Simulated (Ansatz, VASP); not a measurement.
Ti3I: VASP beside Ansatz

The input INCAR:

```
PREC = Accurate ; ENCUT = 520
EDIFF = 1E-6 ; ISMEAR = 0
SIGMA = 0.1 ; LREAL = F
LASPH = T ; NELM = 150
ALGO = Normal ; ISIF = 2
LWAVE = F ; LCHARG = F
ISPIN = 2 ; MAGMOM = 1 1 1 0
LORBIT = 11 ; LMAXMIX = 4
GGA = PE ; NBANDS = 34
```

KPOINTS

```
Automatic mesh
0
Gamma
  4 4 4
```

POSCAR

```
Ti3I
1.0
    4.3648334311      0.0000000000      0.0000000000
    0.0000000000      4.3648334311      0.0000000000
    0.0000000000      0.0000000000      4.3199690356
Ti I
3 1
Direct
    0.0000000000      0.5000000000      0.5000000000
    0.5000000000      0.0000000000      0.5000000000
    0.5000000000      0.5000000000      0.0000000000
    0.0000000000      0.0000000000      0.0000000000
```

Input for Ansatz:

```yaml
crystal:
  lattice:
    - [4.3648334311, 0.0, 0.0]
    - [0.0, 4.3648334311, 0.0]
    - [0.0, 0.0, 4.3199690356]
  atoms:
    - { symbol: Ti, position: [0.0, 0.5, 0.5], spin: 1.0 }
    - { symbol: Ti, position: [0.5, 0.0, 0.5], spin: 1.0 }
    - { symbol: Ti, position: [0.5, 0.5, 0.0], spin: 1.0 }
    - { symbol: I, position: [0.0, 0.0, 0.0] }
basis:
  ecutwfc: 420
kpoints:
  mp_grid: { grid: [4, 4, 4] }
hamiltonian:
  xc: pbe
scf:
  occupations: { method: gaussian, width: 0.1 }
  lower_state_search: "off"
output:
  forces: true
  stress: true
  eigenvalues: true
  populations: true
magnetization:
  spin_polarized: true
```

Alike in both runs: task single point; functional PBE; k mesh 4 × 4 × 4; occupations gaussian, width 0.1 eV; collinear spin.

```csv
,VASP,Ansatz
version,VASP 6.6.1,Ansatz 0.2.0
potentials or method,"VASP PAW PBE potentials, release 64 (Ti_sv, I), cutoff 520 eV","scalar-relativistic, plane waves, PAW"
valence electrons in the cell,43,53
```

VASP gave:

- gap on the k mesh at the Fermi level (eV): none
- pressure (GPa): -10.3
- traceless stress, the component that is largest in VASP (GPa): -0.47
- net moment per atom (μB): 0.00

**Question.** Estimate Ansatz's values.

**Answer.** gap on the k mesh at the Fermi level (eV): none; pressure (GPa): -10.2; traceless stress, the component that is largest in VASP (GPa): -0.47; net moment per atom (μB): 0.00.

A gap of «none» marks a metal or a gap that the smearing closes. VASP's potentials hold 43 valence electrons a cell and Ansatz's 53, so a difference there can come from the potentials and not from the codes. Ansatz's warnings: seeded moment not kept.

The k mesh is coarse, so the values compare programs but aren't converged. Spin-orbit coupling is off throughout.
